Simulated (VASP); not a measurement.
Here is a VASP 6.6.1 calculation.

Contents of INCAR:

```
SYSTEM = Ir4Pt
PREC = Accurate
ENCUT = 520
EDIFF = 1E-6
ISMEAR = 0
SIGMA = 0.2
LREAL = .FALSE.
LASPH = .TRUE.
NELM = 100
ALGO = Normal
ISIF = 2
LWAVE = .FALSE.
LCHARG = .FALSE.
GGA = PE
NBANDS = 31
```

File KPOINTS:

```
Automatic mesh
0
G
  6 6 2
  0 0 0
```

Contents of POSCAR:

```
Ir4Pt
1.0
    2.7655435530      0.0000000000      0.0000000000
   -1.3827717765      2.3950309722      0.0000000000
    0.0000000000      0.0000000000     11.1664413295
Ir Pt
4 1
Direct
    0.3333333333      0.6666666667      0.7942504156
    0.3333333333      0.6666666667      0.4000701005
    0.6666666667      0.3333333333      0.2057495844
    0.6666666667      0.3333333333      0.5999298995
    0.0000000000      0.0000000000      0.0000000000
```

Potentials or basis: VASP PAW PBE potentials, release 64 (Ir, Pt).

Command:

```console
$ cat potpaw_PBE.64/Ir/POTCAR potpaw_PBE.64/Pt/POTCAR > POTCAR
$ mpirun -np 1 vasp_std > vasp.out
```

(1) Estimate the largest force.

(2) What does it give for the band gap on the k mesh?

(3) Predict the pressure.

Answers

(1) 0.036 eV/Å.

(2) zero (bands 23 and 24 overlap by 2.49 eV).

(3) 0.0 GPa.

Caveat: the k points lie up to 0.44 Å⁻¹ apart, too coarse for converged energies and pressures of a metal; spin-orbit coupling is left out, which moves the levels of the heavy elements.
